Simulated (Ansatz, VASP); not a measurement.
# BeGa2C2: VASP beside Ansatz

```xyz
5
Lattice="8.4657 0.0000 0.0000 0.0000 1.5072 2.5454 0.0000 -1.5072 2.5454" Properties=species:S:1:pos:R:3 pbc="T T T"
Be    0.0000    0.0000    1.9007
Ga    5.6941    0.0000    0.1682
Ga    2.7715    0.0000    0.1682
C     0.6695    0.0000    0.1745
C     7.7962    0.0000    0.1745
```

Change from the starting cell: the structure that the rattled cell fell into.

Alike in both runs: task single point; functional PBE; k mesh 2 × 6 × 6; occupations gaussian, width 0.1 eV; no spin polarisation.

|  | VASP | Ansatz |
| --- | --- | --- |
| version | VASP 6.6.1 | Ansatz 0.2.0 |
| potentials or method | VASP PAW PBE potentials, release 64 (Be, Ga_d, C), cutoff 520 eV | scalar-relativistic, plane waves, PAW |
| valence electrons in the cell | 36 | 36 |

Ansatz gave:

```
gap on the k mesh at the Fermi level (eV)                     : none
pressure (GPa)                                                : 0.6
traceless stress, the component that is largest in VASP (GPa) : 2.08
rms of the force components (eV/Å)                            : 0.095
```

Which values does VASP return?

gap on the k mesh at the Fermi level (eV): none; pressure (GPa): 0.8; traceless stress, the component that is largest in VASP (GPa): 1.96; rms of the force components (eV/Å): 0.077.

Atom by atom the forces differ by 0.037 eV/Å (rms over components). A gap of «none» marks a metal or a gap that the smearing closes. The functional is the same, so the differences come from potentials, cutoffs and numerics.

The k mesh is coarse, so the values compare programs but aren't converged.
